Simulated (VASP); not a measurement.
A run of VASP 6.6.1:

File INCAR:

```
ALGO     = Normal         # electronic algorithm
EDIFF    = 1E-7           # SCF threshold, eV
EDIFFG   = -0.01          # ionic threshold
ENCUT    = 600            # plane-wave cutoff, eV
GGA      = RE             # functional
IBRION   = 2              # ionic algorithm
ISIF     = 3              # what is computed and relaxed
ISMEAR   = -1             # smearing method
LASPH    = True           # aspherical terms in the spheres
LCHARG   = False          # write CHGCAR
LREAL    = False          # projectors in reciprocal space
LWAVE    = False          # write WAVECAR
NELM     = 100            # most SCF steps
NSW      = 80             # ionic steps
PREC     = Accurate       # precision mode
SIGMA    = 0.1            # smearing width, eV
```

Contents of KPOINTS:

```
k-points
0
Gamma
  5 5 5
```

The input POSCAR:

```
Ti
1.0
    5.2080934678      0.0000000000      0.0000000000
    0.0000000000      5.2080934678      0.0000000000
    0.0000000000      0.0000000000      5.2080934678
Ti
8
Direct
    0.0000000000      0.0000000000      0.0000000000
    0.5000000000      0.5000000000      0.5000000000
    0.2500000000      0.0000000000      0.5000000000
    0.7500000000      0.0000000000      0.5000000000
    0.5000000000      0.2500000000      0.0000000000
    0.5000000000      0.7500000000      0.0000000000
    0.0000000000      0.5000000000      0.2500000000
    0.0000000000      0.5000000000      0.7500000000
```

Potentials or basis: VASP PAW PBE potentials, release 64 (Ti_sv).

Command:

```bash
$ cat potpaw_PBE.64/Ti_sv/POTCAR > POTCAR
$ mpirun -np 1 vasp_std > vasp.out
```

Hardware: 1 thread of Intel Xeon 6455B, with other jobs on the host.

Question: How long does it take, and how much memory?

Answer: Run time: 5.3 min on 1 thread of Intel Xeon 6455B (shared host), peak memory 0.29 GiB. Counts: scf iterations 45, k points 10, ion steps 3.
